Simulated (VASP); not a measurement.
# CaRuF6 (P4_2/m) in VASP: single point with PBEsol

Aim: the single point of CaRuF6 with PBEsol.

All numbers are computed with VASP 6.6.1; they aren't measurements. Logs are shortened: lines on timing, memory, paths and dates and some standing lists are left out, and cuts for length are marked.

## (1) The cell of the first run

It takes space group P4_2/m (No. 84, tetragonal). The conventional cell has a = 5.063 Å, b = 5.063 Å, c = 7.408 Å, α = 90.00°, β = 90.00°, γ = 90.00°. Within 2.9 Å of Ca (site symmetry 2/m) lie 10 F at 2.15 to 2.89 Å. Ru (site symmetry -4) has 8 F at 1.99 to 2.20 Å within 2.6 Å. F (site symmetry 1) has 1 Ru at 1.99 Å and 1 Ca at 2.15 Å and 6 F at 2.47 to 2.69 Å within 2.7 Å. Within 2.9 Å of F (site symmetry m) lie 2 Ru at 2.20 Å and 7 F at 2.39 to 2.65 Å and 1 Ca at 2.39 Å.

## (2) Single point, PBEsol

Contents of INCAR:

```
SYSTEM = CaRuF6
ALGO     = Normal         ! electronic algorithm
EDIFF    = 1E-6           ! SCF threshold, eV
ENCUT    = 600            ! plane-wave cutoff, eV
GGA      = PS             ! functional
GGA_COMPAT= .False.      
ISIF     = 2              ! what is computed and relaxed
ISMEAR   = 0              ! smearing method
LASPH    = .True.         ! aspherical terms in the spheres
LCHARG   = .False.        ! write CHGCAR
LREAL    = .False.        ! projectors in reciprocal space
LWAVE    = .False.        ! write WAVECAR
NBANDS   = 80             ! bands
NELM     = 120            ! most SCF steps
PREC     = Accurate       ! precision mode
SIGMA    = 0.0841         ! smearing width, eV
```

Contents of KPOINTS:

```
k-points
0
Gamma
  6 6 5
  0 0 0
```

Contents of POSCAR:

```
CaRuF6
1.0
    5.0631300000      0.0000000000      0.0000000000
    0.0000000000      5.0631300000      0.0000000000
    0.0000000000      0.0000000000      7.4083920000
Ca Ru F
2 2 12
Direct
    0.0000000000      0.0000000000      0.5000000000
    0.0000000000      0.0000000000      0.0000000000
    0.5000000000      0.5000000000      0.7500000000
    0.5000000000      0.5000000000      0.2500000000
    0.2103000000      0.2550000000      0.3184000000
    0.7450000000      0.2103000000      0.8184000000
    0.7897000000      0.7450000000      0.3184000000
    0.2550000000      0.7897000000      0.8184000000
    0.7897000000      0.7450000000      0.6816000000
    0.2550000000      0.7897000000      0.1816000000
    0.2103000000      0.2550000000      0.6816000000
    0.7450000000      0.2103000000      0.1816000000
    0.3440000000      0.6769000000      0.5000000000
    0.3231000000      0.3440000000      0.0000000000
    0.6560000000      0.3231000000      0.5000000000
    0.6769000000      0.6560000000      0.0000000000
```

Potentials or basis: VASP PAW PBE potentials, release 64 (Ca_sv, Ru_pv, F).

Started as:

```console
$ cat potpaw_PBE.64/Ca_sv/POTCAR potpaw_PBE.64/Ru_pv/POTCAR potpaw_PBE.64/F/POTCAR > POTCAR
$ mpirun -np 1 vasp_std > vasp.out
```

OUTCAR:

```text
SYSTEM = CaRuF6
   EDIFF = 1E-6
   ENCUT = 600
   GGA = PS
   ISIF = 2
   ISMEAR = 0
   LASPH = .True.
   LREAL = .False.
   NELM = 120
   PREC = Accurate

 ion  position               nearest neighbor table
   1  0.000  0.000  0.500-   5 2.15   7 2.15   9 2.15  11 2.15  13 2.39  15 2.39
   2  0.000  0.000  0.000-   6 2.15   8 2.15  10 2.15  12 2.15  14 2.39  16 2.39
   3  0.500  0.500  0.750-   6 1.99   8 1.99   9 1.99  11 1.99  13 2.20  14 2.20  15 2.20  16 2.20

   4  0.500  0.500  0.250-   5 1.99   7 1.99  10 1.99  12 1.99  13 2.20  14 2.20  15 2.20  16 2.20

   5  0.210  0.255  0.318-   4 1.99   1 2.15
   6  0.745  0.210  0.818-   3 1.99   2 2.15
   7  0.790  0.745  0.318-   4 1.99   1 2.15
   8  0.255  0.790  0.818-   3 1.99   2 2.15
   9  0.790  0.745  0.682-   3 1.99   1 2.15
  10  0.255  0.790  0.182-   4 1.99   2 2.15
  11  0.210  0.255  0.682-   3 1.99   1 2.15
  12  0.745  0.210  0.182-   4 1.99   2 2.15
  13  0.344  0.677  0.500-   3 2.20   4 2.20   1 2.39
  14  0.323  0.344  0.000-   3 2.20   4 2.20   2 2.39
  15  0.656  0.323  0.500-   3 2.20   4 2.20   1 2.39
  16  0.677  0.656  0.000-   3 2.20   4 2.20   2 2.39

  LATTYP: Found a simple tetragonal cell.
 ALAT       =     5.0631300000
 C/A-ratio  =     1.4632039865

  Lattice vectors:

 A1 = (   5.0631300000,   0.0000000000,   0.0000000000)
 A2 = (   0.0000000000,   5.0631300000,   0.0000000000)
 A3 = (   0.0000000000,   0.0000000000,   7.4083920000)

Analysis of symmetry for initial positions (statically):
=====================================================================
 Subroutine PRICEL returns:
 Original cell was already a primitive cell.

 Routine SETGRP: Setting up the symmetry group for a
 simple tetragonal supercell.

 Subroutine GETGRP returns: Found  8 space group operations
 (whereof  4 operations were pure point group operations)
 out of a pool of 16 trial point group operations.

The static configuration has the point symmetry C_2h.
 The point group associated with its full space group is C_4h.

Analysis of symmetry for dynamics (positions and initial velocities):
=====================================================================
 Subroutine PRICEL returns:
 Original cell was already a primitive cell.

 Routine SETGRP: Setting up the symmetry group for a
 simple tetragonal supercell.

 Subroutine GETGRP returns: Found  8 space group operations
 (whereof  4 operations were pure point group operations)
 out of a pool of 16 trial point group operations.

The dynamic configuration has the point symmetry C_2h.
 The point group associated with its full space group is C_4h.

 Subroutine INISYM returns: Found  8 space group operations
 (whereof  4 operations are pure point group operations),
 and found     1 'primitive' translations

----------------------------------------------------------------------------------------

                                     Primitive cell

  volume of cell :     189.9162

  direct lattice vectors                    reciprocal lattice vectors
     5.063130000  0.000000000  0.000000000     0.197506286  0.000000000  0.000000000
     0.000000000  5.063130000  0.000000000     0.000000000  0.197506286  0.000000000
     0.000000000  0.000000000  7.408392000     0.000000000  0.000000000  0.134982058

  length of vectors
     5.063130000  5.063130000  7.408392000     0.197506286  0.197506286  0.134982058

  position of ions in fractional coordinates (direct lattice)
     0.000000000  0.000000000  0.500000000
     0.000000000  0.000000000  0.000000000
     0.500000000  0.500000000  0.750000000
     0.500000000  0.500000000  0.250000000
     0.210300000  0.255000000  0.318400000
     0.745000000  0.210300000  0.818400000
[... 8 lines left out ...]
     0.656000000  0.323100000  0.500000000
     0.676900000  0.656000000  0.000000000

  ion indices of the primitive-cell ions
   primitive index   ion index
                 1           1
                 2           2
                 3           3
                 4           4
                 5           5
                 6           6
[... 8 lines left out ...]
                15          15
                16          16

----------------------------------------------------------------------------------------

 KPOINTS: k-points

Automatic generation of k-mesh.
 Grid dimensions read from file:
 generate k-points for:    6    6    5

 Generating k-lattice:

  Cartesian coordinates                     Fractional coordinates (reciprocal lattice)
     0.032917714  0.000000000  0.000000000     0.166666667  0.000000000  0.000000000
     0.000000000  0.032917714  0.000000000     0.000000000  0.166666667  0.000000000
     0.000000000  0.000000000  0.026996412     0.000000000  0.000000000  0.200000000

  Length of vectors
     0.032917714  0.032917714  0.026996412

  Shift w.r.t. Gamma in fractional coordinates (k-lattice)
     0.000000000  0.000000000  0.000000000

 Subroutine IBZKPT returns following result:
 ===========================================

 Found     33 irreducible k-points:

 Following reciprocal coordinates:
            Coordinates               Weight
  0.000000  0.000000  0.000000      1.000000
  0.166667  0.000000  0.000000      4.000000
  0.333333  0.000000  0.000000      4.000000
  0.500000  0.000000  0.000000      2.000000
  0.166667  0.166667  0.000000      4.000000
  0.333333  0.166667  0.000000      4.000000
[... 16 lines left out ...]
  0.000000  0.000000  0.400000      2.000000
  0.166667  0.000000  0.400000      8.000000
 [... further k-points ...]
   k-points           NKPTS =     33   k-points in BZ     NKDIM =     33   number of bands    NBANDS=     80
   number of dos      NEDOS =    301   number of ions     NIONS =     16
   total plane-waves  NPLWV =  96000
   dimension x,y,z NGX =    40 NGY =   40 NGZ =   60
   dimension x,y,z NGXF=    80 NGYF=   80 NGZF=  120
   ions per type =               2   2  12
   NGX,Y,Z   is equivalent  to a cutoff of  13.13, 13.13, 13.46 a.u.
   NGXF,Y,Z  is equivalent  to a cutoff of  26.27, 26.27, 26.93 a.u.
 SYSTEM =  CaRuF6
   PREC   = accura    normal or accurate (medium, high low for compatibility)
   ISTART =      0    job   : 0-new  1-cont  2-samecut
   ICHARG =      2    charge: 1-file 2-atom 10-const
   ISPIN  =      1    spin polarized calculation?
   LNONCOLLINEAR =      F non collinear calculations
   LSORBIT =      F    spin-orbit coupling
   LASPH  =      T    aspherical Exc in radial PAW
   ENCUT  =  600.0 eV  44.10 Ry    6.64 a.u.  10.11 10.11 14.80*2*pi/ulx,y,z
   NELM   =    120;   NELMIN=  2; NELMDL= -5     # of ELM steps
   EDIFF  = 0.1E-05   stopping-criterion for ELM
   LREAL  =      F    real-space projection
   EDIFFG = 0.1E-04   stopping-criterion for IOM
   NSW    =      0    number of steps for IOM
   IBRION =     -1    ionic relax: 0-MD 1-quasi-New 2-CG
   NFREE  =      0    steps in history (QN), initial steepest desc. (CG)
   ISIF   =      2    stress and relaxation
   ISYM   =      2    0-nonsym 1-usesym 2-fastsym
   POTIM  = 0.5000    time-step for ionic-motion
   TEBEG  =    0.0;   TEEND  =   0.0 temperature during run
   PSTRESS=    0.0 pullay stress
   NELECT =     132.0000    total number of electrons
   NUPDOWN=      -1.0000    fix difference up-down
   EMIN   =  10.00;   EMAX   =-10.00  energy-range for DOS
   EFERMI =   0.00;   METHOD = LEGACY
   ISMEAR =     0;   SIGMA  =   0.08  broadening in eV -4-tet -1-fermi 0-gaus
   EFERMI_NEDOS =   21; number of points for ismear=-14 and -15
   IALGO  =     38    algorithm
   IMIX   =      4    mixing-type and parameters
     AMIX     =   0.40;   BMIX     =  1.00
     AMIX_MAG =   1.60;   BMIX_MAG =  1.00
  volume/ion in A,a.u.               =      11.87        80.10
  Fermi-wavevector in a.u.,A,eV,Ry     =   1.450147  2.740381 28.612060  2.102927
  Thomas-Fermi vector in A             =   2.567793
   LORBIT       =      0    0 simple, 1 ext, 2 COOP (PROOUT), +10 PAW based schemes
   GGA     = PS    functional components
   LHFCALC =     F    Hartree Fock is set to
   AEXX    =    0.0000 exact exchange contribution
   IVDW    =     0    specifies the selected vdW correction
   LEPSILON=     F    determine dielectric tensor
   LRPA    =     F    only Hartree local field effects (RPA)
 non-spin polarized calculation
 Gauss-broadening in eV      SIGMA  =   0.08
  energy-cutoff  :      600.00
  volume of cell :      189.92
 maximum number of plane-waves:      6360
   NGX = 21   NGY = 21   NGZ = 29

 number of electron     131.9999963 magnetization

 Free energy of the ion-electron system (eV)
  ---------------------------------------------------
  ext. energy  EPLUGINS =         0.00000000
  ---------------------------------------------------
  free energy    TOTEN  =       -83.71727699 eV

  energy without entropy =      -83.66712231  energy(sigma->0) =      -83.69219965

 E-fermi :   2.2199     XC(G=0): -10.5678

 val. band max:        2.2052736046   @ k =   0.5000   0.0000   0.0000
 cond. band min:       2.2379951996   @ k =   0.5000   0.0000   0.2000
 fundamental gap:      0.0327215950
 Fermi energy:         2.2199498474

 k-point     1 :       0.0000    0.0000    0.0000
  band No.  band energies     occupation
      1     -42.2409      2.00000
      2     -42.2161      2.00000
      3     -41.6543      2.00000
      4     -41.6543      2.00000
      5     -41.6513      2.00000
      6     -41.6513      2.00000
[... 70 lines left out ...]
     77       9.2901      0.00000
     78       9.2901      0.00000

 k-point     2 :       0.1667    0.0000    0.0000
  band No.  band energies     occupation
      1     -42.2409      2.00000
      2     -42.2160      2.00000
      3     -41.6543      2.00000
      4     -41.6542      2.00000
      5     -41.6513      2.00000
      6     -41.6513      2.00000
[... 70 lines left out ...]
     77       9.2808      0.00000
     78       9.2994      0.00000
[... 1699 lines left out ...]
     77       9.2571      0.00000
     78       9.2571      0.00000

 k-point    24 :       0.1667    0.0000    0.4000
  band No.  band energies     occupation
      1     -42.2324      2.00000
      2     -42.2247      2.00000
      3     -41.6537      2.00000
      4     -41.6536      2.00000
      5     -41.6519      2.00000
      6     -41.6519      2.00000
[... 70 lines left out ...]
     77       9.2366      0.00000
     78       9.2716      0.00000

 [... further k-points ...]

 [bands above 78 left out]

------------------------ aborting loop because EDIFF is reached ----------------------------------------

  FORCE on cell =-STRESS in cart. coord.  units (eV):
  Direction    XX          YY          ZZ          XY          YZ          ZX
  --------------------------------------------------------------------------------------
  -------------------------------------------------------------------------------------
  Total       -0.9401856     -0.9401856      1.9262964     -0.0000001      0.0000000      0.0000000
  in kB       -7.9316228     -7.9316228     16.2506818     -0.0000008      0.0000000      0.0000000
  external PRESSURE =       0.1291454 kB  Pullay stress =       0.0000000 kB

 VOLUME and BASIS-vectors are now :
 -----------------------------------------------------------------------------
  energy-cutoff  :      600.00
  volume of cell :      189.92
      direct lattice vectors                 reciprocal lattice vectors
     5.063130000  0.000000000  0.000000000     0.197506286  0.000000000  0.000000000
     0.000000000  5.063130000  0.000000000     0.000000000  0.197506286  0.000000000
     0.000000000  0.000000000  7.408392000     0.000000000  0.000000000  0.134982058

 POSITION                                       TOTAL-FORCE (eV/Angst)
 -----------------------------------------------------------------------------------
      0.00000      0.00000      3.70420         0.000000     -0.000000     -0.000000
      0.00000      0.00000      0.00000         0.000000     -0.000000     -0.000000
      2.53157      2.53157      5.55629         0.000000     -0.000000     -0.000000
      2.53157      2.53157      1.85210         0.000000     -0.000000     -0.000000
      1.06478      1.29110      2.35883         0.584460      0.597961     -0.812658
      3.77203      1.06478      6.06303        -0.597961      0.584460     -0.812658
[... 8 lines left out ...]
      3.32141      1.63590      3.70420        -0.879130      0.867069     -0.000000
      3.42723      3.32141      0.00000        -0.867069     -0.879130     -0.000000
 -----------------------------------------------------------------------------------
    total drift:                               -0.000000     -0.000000     -0.000000

  FREE ENERGIE OF THE ION-ELECTRON SYSTEM (eV)
  ---------------------------------------------------
  free  energy   TOTEN  =       -83.7172769864 eV

  energy  without entropy=      -83.6671223148  energy(sigma->0) =      -83.69219965
```

Run time: 12 min. Hardware: 1 thread of Intel Xeon Platinum 8259CL at 2.50GHz (Skylake/Cascade Lake), shared host; peak memory 0.6 GiB.

Results:

```
Free energy            : -83.7173 eV
Pressure               : 0.0 GPa
Largest force          : 1.235 eV/Å
Band gap on the k mesh : 0.01 eV (least direct gap 0.04 eV)
```

Forces in eV/Å, atoms in the order of the input:
```
Ca   0.000  0.000  0.000
Ca   0.000  0.000  0.000
Ru   0.000  0.000  0.000
Ru   0.000  0.000  0.000
F    0.584  0.598 -0.813
F   -0.598  0.584 -0.813
F   -0.584 -0.598 -0.813
F    0.598 -0.584 -0.813
F   -0.584 -0.598  0.813
F    0.598 -0.584  0.813
F    0.584  0.598  0.813
F   -0.598  0.584  0.813
F    0.879 -0.867  0.000
F    0.867  0.879  0.000
F   -0.879  0.867  0.000
F   -0.867 -0.879  0.000
```

Stress tensor (GPa, compression positive):
```
-0.79  0.00  0.00
 0.00 -0.79  0.00
 0.00  0.00  1.63
```

Caveat: the PAW data sets were made with another functional, which shifts forces and pressure a little. A k mesh can miss the band edges.

The gap in the log of VASP goes by the Fermi energy; the results here count the filled bands.